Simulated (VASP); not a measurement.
Write the native input for VASP 6.6.1 that does the following.

| Property | Result |
| --- | --- |
| Task | single point |
| Functional | PBEsol |
| Potentials or basis | VASP PAW PBE potentials, release 64 (La, S, Li_sv, H) |
| Cutoff | 520 eV |
| k mesh | 7 × 7 × 3 |
| Occupations | methfessel-paxton, width 0.0274 eV |
| Spin | no spin polarisation |
| Dipole correction | no |
| k mesh for the DOS | 11 × 11 × 5 |
| Occupations for the DOS | tetrahedron |
| Further INCAR settings | ALGO = Normal; EDIFF = 1e-06 |

Crystal: LiLaHS.

```
La S Li H
1.0
     3.96454    0.00000    0.00000
     0.00000    3.96454    0.00000
     0.00000    0.00000    8.83467
La S Li H
2 2 2 2
Direct
  0.25000 0.25000 0.13612
  0.75000 0.75000 0.86388
  0.25000 0.25000 0.69432
  0.75000 0.75000 0.30568
  0.75000 0.25000 0.00000
  0.25000 0.75000 0.00000
  0.75000 0.25000 0.50000
  0.25000 0.75000 0.50000
```

The input as run:

POSCAR

```
LiLaHS
1.0
    3.9645380000      0.0000000000      0.0000000000
    0.0000000000      3.9645380000      0.0000000000
    0.0000000000      0.0000000000      8.8346710000
La S Li H
2 2 2 2
Direct
    0.2500000000      0.2500000000      0.1361200000
    0.7500000000      0.7500000000      0.8638800000
    0.2500000000      0.2500000000      0.6943200000
    0.7500000000      0.7500000000      0.3056800000
    0.7500000000      0.2500000000      0.0000000000
    0.2500000000      0.7500000000      0.0000000000
    0.7500000000      0.2500000000      0.5000000000
    0.2500000000      0.7500000000      0.5000000000
```

INCAR.step1

```
ALGO = Normal
EDIFF = 1E-6
ENCUT = 520
GGA = PS
ISIF = 2
ISMEAR = 1
LASPH = T
LCHARG = T
LMAXMIX = 6
LREAL = F
LWAVE = F
NBANDS = 31
NELM = 100
PREC = Accurate
SIGMA = 0.0274
```

KPOINTS.step1

```
k-points
0
Gamma
  7 7 3
```

INCAR.step2

```
ALGO = Normal
EDIFF = 1E-6
ENCUT = 520
GGA = PS
ICHARG = 11
ISIF = 2
ISMEAR = -5
LASPH = T
LCHARG = F
LMAXMIX = 6
LORBIT = 11
LREAL = F
LWAVE = F
NEDOS = 2001
NELM = 100
PREC = Accurate
SIGMA = 0.0274
```

KPOINTS.step2

```
k-points
0
Gamma
  11 11 5
```

Potentials or basis: VASP PAW PBE potentials, release 64 (La, S, Li_sv, H).

Run with:

```sh
$ cat potpaw_PBE.64/La/POTCAR potpaw_PBE.64/S/POTCAR potpaw_PBE.64/Li_sv/POTCAR potpaw_PBE.64/H/POTCAR > POTCAR
$ cp INCAR.step1 INCAR
$ cp KPOINTS.step1 KPOINTS
$ mpirun -np 1 vasp_std > vasp.out
$ cp INCAR.step2 INCAR
$ cp KPOINTS.step2 KPOINTS
$ mpirun -np 1 vasp_std > vasp.out
```

It gave:

```yaml
Valence_electrons_inside_the_program's_atomic_spheres: La 8.92; S 3.53; Li 2.34; H 0.35
```

It took 11 min on 1 thread of Oxide Virtual Turin-like Processor (shared host), peak memory 0.38 GiB.
